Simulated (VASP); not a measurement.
# ZnWO4 (lda) (P2/c) in VASP: single point with LDA

Aim: the single point of ZnWO4 (lda) with LDA.

All numbers are computed with VASP 6.6.1; they aren't measurements. Logs are shortened: lines on timing, memory, paths and dates and some standing lists are left out, and cuts for length are marked.

**What was measured.**

From “Optical absorption of divalent metal tungstates: Correlation between the band-gap energy and the cation ionic radius”, 2008, arxiv:0807.2115, for a bulk crystal of ZnWO4 at 300 K: band gap 3.9 eV (optical).

The results are compared with them further down.

### 1 The cell of the first run

The structure is monoclinic, space group P2/c (No. 13). Conventional cell: a = 4.606 Å, b = 5.642 Å, c = 4.868 Å, α = 90.00°, β = 90.38°, γ = 90.00°. Within 2.7 Å of Zn (site symmetry 2) lie 6 O at 2.00 to 2.15 Å. Within 2.4 Å of W (site symmetry 2) lie 6 O at 1.79 to 2.11 Å. Within 2.5 Å of O (site symmetry 1) lie 2 W at 1.90 to 2.11 Å and 1 Zn at 2.00 Å and 1 O at 2.44 Å. Within 2.4 Å of O (site symmetry 1) lie 1 W at 1.79 Å and 2 Zn at 2.03 to 2.15 Å.

### 2 Single point, LDA

Input file INCAR:

```
PREC = Accurate ; ENCUT = 600
EDIFF = 1E-6 ; ISMEAR = 0
SIGMA = 0.02 ; LREAL = F
LASPH = T ; NELM = 120
ALGO = Normal ; ISIF = 2
LWAVE = F ; LCHARG = F
NBANDS = 62 ; GGA_COMPAT = F
```

Input file KPOINTS:

```
Automatic mesh
0
Gamma
  6 4 6
```

Input file POSCAR:

```
ZnWO4
1.0
    4.6064446002      0.0000000000      0.0092290504
    0.0000000000      5.6418077867      0.0000000000
   -0.0422701534      0.0000000000      4.8674957893
Zn W O
2 2 8
Direct
    0.5000000000      0.6756110127      0.2500000000
    0.5000000000      0.3243889873      0.7500000000
    0.0000000000      0.1818476074      0.2500000000
    0.0000000000      0.8181523926      0.7500000000
    0.2186364136      0.1060459813      0.9329824401
    0.7813635864      0.1060459813      0.5670175599
    0.7813635864      0.8939540187      0.0670175599
    0.2186364136      0.8939540187      0.4329824401
    0.2589875435      0.3781138591      0.4037907046
    0.7410124565      0.3781138591      0.0962092954
    0.7410124565      0.6218861409      0.5962092954
    0.2589875435      0.6218861409      0.9037907046
```

Potentials or basis: VASP PAW LDA potentials, release 64 (Zn, W_sv, O).

Run with:

```
$ cat potpaw_LDA.64/Zn/POTCAR potpaw_LDA.64/W_sv/POTCAR potpaw_LDA.64/O/POTCAR > POTCAR
$ mpirun -np 1 vasp_std > vasp.out
```

OUTCAR:

```text
PREC = Accurate
   ENCUT = 600
   EDIFF = 1E-6
   ISMEAR = 0
   LREAL = F
   LASPH = T
   NELM = 120
   ISIF = 2

 ion  position               nearest neighbor table
   1  0.500  0.676  0.250-   7 2.00   8 2.00  11 2.03  12 2.03   9 2.15  10 2.15
   2  0.500  0.324  0.750-   5 2.00   6 2.00   9 2.03  10 2.03  11 2.15  12 2.15
   3  0.000  0.182  0.250-   9 1.79  10 1.79   5 1.90   6 1.90   7 2.11   8 2.11   4 3.18   4 3.18

   4  0.000  0.818  0.750-  11 1.79  12 1.79   7 1.90   8 1.90   5 2.11   6 2.11   3 3.18   3 3.18

   5  0.219  0.106  0.933-   3 1.90   2 2.00   4 2.11
   6  0.781  0.106  0.567-   3 1.90   2 2.00   4 2.11
   7  0.781  0.894  0.067-   4 1.90   1 2.00   3 2.11
   8  0.219  0.894  0.433-   4 1.90   1 2.00   3 2.11
   9  0.259  0.378  0.404-   3 1.79   2 2.03   1 2.15
  10  0.741  0.378  0.096-   3 1.79   2 2.03   1 2.15
  11  0.741  0.622  0.596-   4 1.79   1 2.03   2 2.15
  12  0.259  0.622  0.904-   4 1.79   1 2.03   2 2.15

  LATTYP: Found a simple monoclinic cell.
 ALAT       =     4.6064538454
 B/A-ratio  =     1.2247616010
 C/A-ratio  =     1.0567085853
 COS(beta)  =    -0.0066803948

  Lattice vectors:

 A1 = (   4.6064446002,   0.0000000000,   0.0092290504)
 A2 = (   0.0000000000,   5.6418077867,   0.0000000000)
 A3 = (  -0.0422701534,   0.0000000000,   4.8674957893)

Analysis of symmetry for initial positions (statically):
=====================================================================
 Subroutine PRICEL returns:
 Original cell was already a primitive cell.

 Routine SETGRP: Setting up the symmetry group for a
 simple monoclinic supercell.

 Subroutine GETGRP returns: Found  4 space group operations
 (whereof  2 operations were pure point group operations)
 out of a pool of  4 trial point group operations.

The static configuration has the point symmetry S_2 .
 The point group associated with its full space group is C_2h.

Analysis of symmetry for dynamics (positions and initial velocities):
=====================================================================
 Subroutine PRICEL returns:
 Original cell was already a primitive cell.

 Routine SETGRP: Setting up the symmetry group for a
 simple monoclinic supercell.

 Subroutine GETGRP returns: Found  4 space group operations
 (whereof  2 operations were pure point group operations)
 out of a pool of  4 trial point group operations.

The dynamic configuration has the point symmetry S_2 .
 The point group associated with its full space group is C_2h.

 Subroutine INISYM returns: Found  4 space group operations
 (whereof  2 operations are pure point group operations),
 and found     1 'primitive' translations

----------------------------------------------------------------------------------------

                                     Primitive cell

  volume of cell :     126.5020

  direct lattice vectors                    reciprocal lattice vectors
     4.606444600  0.000000000  0.009229050     0.217083388  0.000000000  0.001885189
     0.000000000  5.641807787  0.000000000     0.000000000  0.177248151  0.000000000
    -0.042270153  0.000000000  4.867495789    -0.000411603  0.000000000  0.205440877

  length of vectors
     4.606453845  5.641807787  4.867679326     0.217091574  0.177248151  0.205441289

  position of ions in fractional coordinates (direct lattice)
     0.500000000  0.675611013  0.250000000
     0.500000000  0.324388987  0.750000000
     0.000000000  0.181847607  0.250000000
     0.000000000  0.818152393  0.750000000
     0.218636414  0.106045981  0.932982440
     0.781363586  0.106045981  0.567017560
     0.781363586  0.893954019  0.067017560
     0.218636414  0.893954019  0.432982440
     0.258987543  0.378113859  0.403790705
     0.741012457  0.378113859  0.096209295
     0.741012457  0.621886141  0.596209295
     0.258987543  0.621886141  0.903790705

  ion indices of the primitive-cell ions
   primitive index   ion index
                 1           1
                 2           2
                 3           3
                 4           4
                 5           5
                 6           6
                 7           7
                 8           8
                 9           9
                10          10
                11          11
                12          12

----------------------------------------------------------------------------------------

 KPOINTS: Automatic mesh

Automatic generation of k-mesh.
 Grid dimensions read from file:
 generate k-points for:    6    4    6

 Generating k-lattice:

  Cartesian coordinates                     Fractional coordinates (reciprocal lattice)
     0.036180565  0.000000000  0.000314198     0.166666667  0.000000000  0.000000000
     0.000000000  0.044312038  0.000000000     0.000000000  0.250000000  0.000000000
    -0.000068600  0.000000000  0.034240146     0.000000000  0.000000000  0.166666667

  Length of vectors
     0.036181929  0.044312038  0.034240215

  Shift w.r.t. Gamma in fractional coordinates (k-lattice)
     0.000000000  0.000000000  0.000000000

 Subroutine IBZKPT returns following result:
 ===========================================

 Found     60 irreducible k-points:

 Following reciprocal coordinates:
            Coordinates               Weight
  0.000000  0.000000  0.000000      1.000000
  0.166667  0.000000  0.000000      2.000000
  0.333333  0.000000  0.000000      2.000000
  0.500000  0.000000  0.000000      1.000000
  0.000000  0.250000  0.000000      2.000000
  0.166667  0.250000  0.000000      4.000000
[... 16 lines left out ...]
 -0.333333  0.250000  0.166667      4.000000
 -0.166667  0.250000  0.166667      4.000000
 [... further k-points ...]
   k-points           NKPTS =     60   k-points in BZ     NKDIM =     60   number of bands    NBANDS=     62
   number of dos      NEDOS =    301   number of ions     NIONS =     12
   total plane-waves  NPLWV =  76800
   dimension x,y,z NGX =    40 NGY =   48 NGZ =   40
   dimension x,y,z NGXF=    80 NGYF=   96 NGZF=   80
   ions per type =               2   2   8
   NGX,Y,Z   is equivalent  to a cutoff of  14.44, 14.14, 13.66 a.u.
   NGXF,Y,Z  is equivalent  to a cutoff of  28.87, 28.29, 27.32 a.u.
 SYSTEM =  unknown system
   PREC   = accura    normal or accurate (medium, high low for compatibility)
   ISTART =      0    job   : 0-new  1-cont  2-samecut
   ICHARG =      2    charge: 1-file 2-atom 10-const
   ISPIN  =      1    spin polarized calculation?
   LNONCOLLINEAR =      F non collinear calculations
   LSORBIT =      F    spin-orbit coupling
   LASPH  =      T    aspherical Exc in radial PAW
   ENCUT  =  600.0 eV  44.10 Ry    6.64 a.u.   9.20 11.27  9.72*2*pi/ulx,y,z
   NELM   =    120;   NELMIN=  2; NELMDL= -5     # of ELM steps
   EDIFF  = 0.1E-05   stopping-criterion for ELM
   LREAL  =      F    real-space projection
   EDIFFG = 0.1E-04   stopping-criterion for IOM
   NSW    =      0    number of steps for IOM
   IBRION =     -1    ionic relax: 0-MD 1-quasi-New 2-CG
   NFREE  =      0    steps in history (QN), initial steepest desc. (CG)
   ISIF   =      2    stress and relaxation
   ISYM   =      2    0-nonsym 1-usesym 2-fastsym
   POTIM  = 0.5000    time-step for ionic-motion
   TEBEG  =    0.0;   TEEND  =   0.0 temperature during run
   PSTRESS=    0.0 pullay stress
   NELECT =     100.0000    total number of electrons
   NUPDOWN=      -1.0000    fix difference up-down
   EMIN   =  10.00;   EMAX   =-10.00  energy-range for DOS
   EFERMI =   0.00;   METHOD = LEGACY
   ISMEAR =     0;   SIGMA  =   0.02  broadening in eV -4-tet -1-fermi 0-gaus
   EFERMI_NEDOS =   21; number of points for ismear=-14 and -15
   IALGO  =     38    algorithm
   IMIX   =      4    mixing-type and parameters
     AMIX     =   0.40;   BMIX     =  1.00
     AMIX_MAG =   1.60;   BMIX_MAG =  1.00
  volume/ion in A,a.u.               =      10.54        71.14
  Fermi-wavevector in a.u.,A,eV,Ry     =   1.513709  2.860495 31.175234  2.291315
  Thomas-Fermi vector in A             =   2.623464
   LORBIT       =      0    0 simple, 1 ext, 2 COOP (PROOUT), +10 PAW based schemes
   GGA     = CA    functional components
   LHFCALC =     F    Hartree Fock is set to
   AEXX    =    0.0000 exact exchange contribution
   IVDW    =     0    specifies the selected vdW correction
   LEPSILON=     F    determine dielectric tensor
   LRPA    =     F    only Hartree local field effects (RPA)
 non-spin polarized calculation
 Gauss-broadening in eV      SIGMA  =   0.02
  energy-cutoff  :      600.00
  volume of cell :      126.50
 maximum number of plane-waves:      4250
 NGX is ok and might be reduce to    40
   NGX = 19   NGY = 23   NGZ = 19

 number of electron     100.0000006 magnetization

 Free energy of the ion-electron system (eV)
  ---------------------------------------------------
  ext. energy  EPLUGINS =         0.00000000
  ---------------------------------------------------
  free energy    TOTEN  =      -101.30126239 eV

  energy without entropy =     -101.30126239  energy(sigma->0) =     -101.30126239

 E-fermi :   3.2207     XC(G=0): -12.1840

 val. band max:        3.0623030249   @ k =   0.0000   0.2500   0.3333
 cond. band min:       5.8867943291   @ k =   0.0000   0.5000   0.0000
 fundamental gap:      2.8244913041
 Fermi energy:         3.2207221571

 k-point     1 :       0.0000    0.0000    0.0000
  band No.  band energies     occupation
      1     -70.7281      2.00000
      2     -70.7182      2.00000
      3     -35.4294      2.00000
      4     -35.3817      2.00000
      5     -35.3479      2.00000
      6     -35.2774      2.00000
[... 54 lines left out ...]
     61      11.6778      0.00000
     62      12.7581      0.00000

 k-point     2 :       0.1667    0.0000    0.0000
  band No.  band energies     occupation
      1     -70.7281      2.00000
      2     -70.7182      2.00000
      3     -35.4294      2.00000
      4     -35.3816      2.00000
      5     -35.3485      2.00000
      6     -35.2779      2.00000
[... 1419 lines left out ...]
     61      12.2763      0.00000
     62      12.4816      0.00000

 k-point    24 :      -0.1667    0.2500    0.1667
  band No.  band energies     occupation
      1     -70.7274      2.00000
      2     -70.7189      2.00000
      3     -35.4286      2.00000
      4     -35.3871      2.00000
      5     -35.3439      2.00000
      6     -35.2916      2.00000
[... 54 lines left out ...]
     61      12.0107      0.00000
     62      12.6524      0.00000

 [... further k-points ...]
[... 5 lines left out ...]
  --------------------------------------------------------------------------------------
  -------------------------------------------------------------------------------------
  Total        2.3522299      1.8663189      2.3153975      0.0000000      0.0000000      0.1777870
  in kB       29.7915485     23.6373700     29.3250574      0.0000000      0.0000000      2.2517149
  external PRESSURE =      27.5846586 kB  Pullay stress =       0.0000000 kB

 VOLUME and BASIS-vectors are now :
 -----------------------------------------------------------------------------
  energy-cutoff  :      600.00
  volume of cell :      126.50
      direct lattice vectors                 reciprocal lattice vectors
     4.606444600  0.000000000  0.009229050     0.217083388  0.000000000  0.001885189
     0.000000000  5.641807787  0.000000000     0.000000000  0.177248151  0.000000000
    -0.042270153  0.000000000  4.867495789    -0.000411603  0.000000000  0.205440877

 POSITION                                       TOTAL-FORCE (eV/Angst)
 -----------------------------------------------------------------------------------
      2.29265      3.81167      1.22149        -0.000000     -0.008546      0.000000
      2.27152      1.83014      3.65524        -0.000000      0.008546     -0.000000
     -0.01057      1.02595      1.21687        -0.000000     -0.371382      0.000000
     -0.03170      4.61586      3.65062        -0.000000      0.371382      0.000000
      0.96770      0.59829      4.54331         0.163661     -0.011438     -0.181874
      3.57534      0.59829      2.76717        -0.163661     -0.011438      0.181874
      3.59648      5.04352      0.33342        -0.163661      0.011438      0.181874
      0.98883      5.04352      2.10956         0.163661      0.011438     -0.181874
      1.17594      2.13325      1.96784         0.279091      0.285175      0.173673
      3.40937      2.13325      0.47514        -0.279091      0.285175     -0.173673
      3.38823      3.50856      2.90889        -0.279091     -0.285175     -0.173673
      1.15481      3.50856      4.40159         0.279091     -0.285175      0.173673
 -----------------------------------------------------------------------------------
    total drift:                                0.000000      0.000000      0.000000

  FREE ENERGIE OF THE ION-ELECTRON SYSTEM (eV)
  ---------------------------------------------------
  free  energy   TOTEN  =      -101.3012623886 eV

  energy  without entropy=     -101.3012623886  energy(sigma->0) =     -101.30126239
```

It took 18 min on 1 thread of Intel Xeon 8259CL, shared host; peak memory 0.54 GiB.

Results:

| Item | Value |
| --- | --- |
| Free energy | -101.3013 eV |
| Pressure | 2.8 GPa |
| Largest force | 0.435 eV/Å |
| Band gap on the k mesh | 2.82 eV, indirect (least direct gap 2.86 eV) |

Forces on the atoms (eV/Å):
```
Zn   0.000 -0.009  0.000
Zn   0.000  0.009  0.000
W    0.000 -0.371  0.000
W    0.000  0.371  0.000
O    0.164 -0.011 -0.182
O   -0.164 -0.011  0.182
O   -0.164  0.011  0.182
O    0.164  0.011 -0.182
O    0.279  0.285  0.174
O   -0.279  0.285 -0.174
O   -0.279 -0.285 -0.174
O    0.279 -0.285  0.174
```

Stress tensor (GPa, compression positive):
```
2.98 0.00 0.23
0.00 2.36 0.00
0.23 0.00 2.93
```

Caveat: spin-orbit coupling is left out, which moves the levels of the heavy elements.

### 3 Comparison with measurements

Step 2. Measured gap of ZnWO4: 3.9 eV (optical; 300 K; “Optical absorption of divalent metal tungstates: Correlation between the band-gap energy and the cation ionic radius”, 2008, arxiv:0807.2115). This calculation gives 2.82 eV (-1.08 eV). Spin-orbit coupling on W is left out. The value is that of LDA on a finite k mesh, which can miss the band edges, without temperature or zero-point motion. Semilocal functionals fall short of measured gaps as a rule.
